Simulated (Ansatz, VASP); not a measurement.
# Rb2Cd: VASP beside Ansatz

```xyz
6
Lattice="5.9401 0.0000 0.0000 0.0000 5.9401 0.0000 0.0000 0.0000 10.2316" Properties=species:S:1:pos:R:3 pbc="T T T"
Rb    0.0000    0.0000    0.0000
Rb    2.9701    2.9701    0.0000
Rb    0.0000    2.9701    3.7855
Rb    2.9701    0.0000    6.4461
Cd    0.0000    2.9701    7.6640
Cd    2.9701    0.0000    2.5676
```

Alike in both runs: functional PBE; k mesh 6 × 6 × 4; occupations gaussian, width 0.1 eV; no spin polarisation.

Ansatz relaxed the structure, and its values are those at the end. VASP's run is a single point on that final structure, the one shown.

|  | VASP | Ansatz |
| --- | --- | --- |
| version | VASP 6.6.1 | Ansatz 0.2.0 |
| potentials or method | VASP PAW PBE potentials, release 64 (Rb_sv, Cd), cutoff 520 eV | scalar-relativistic, plane waves, PAW |
| valence electrons in the cell | 60 | 76 |

|  | VASP | Ansatz | Ansatz less VASP |
| --- | --- | --- | --- |
| gap on the k mesh at the Fermi level (eV) | none | none | - |
| pressure (GPa) | 0.0 | 0.0 | 0.00 |

A gap of «none» marks a metal or a gap that the smearing closes. With one functional, cell and mesh, what is left measures potentials, basis and numerics. VASP's potentials hold 60 valence electrons a cell and Ansatz's 76, so a difference there can come from the potentials and not from the codes.
